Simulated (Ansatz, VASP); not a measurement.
Na2S in VASP and in Ansatz

```xyz
3
Lattice="0.0000 3.2735 3.2735 3.2735 0.0000 3.2735 3.2735 3.2735 0.0000" Properties=species:S:1:pos:R:3 pbc="T T T"
Na    1.6367    1.6367    1.6367
Na    4.9102    4.9102    4.9102
S     0.0000    0.0000    0.0000
```

Alike in both runs: task single point; functional r2SCAN; k mesh 6 × 6 × 6; no spin polarisation.

```csv
,VASP,Ansatz
version,VASP 6.6.1,Ansatz 0.2.0
potentials or method,"VASP PAW PBE potentials, release 64 (Na_pv, S), cutoff 550 eV","plane waves, PAW"
occupations,"gaussian, width 0.01 eV",fixed
valence electrons in the cell,20,24
```

VASP gave:

| Item | Value |
| --- | --- |
| gap on the k mesh at the Fermi level (eV) | 3.05 |

Task: Which values does Ansatz return?

Result: gap on the k mesh at the Fermi level (eV): 3.03.

VASP's potentials were made for PBE, not for r2SCAN. VASP's potentials hold 20 valence electrons a cell and Ansatz's 24, so a difference there can come from the potentials and not from the codes.
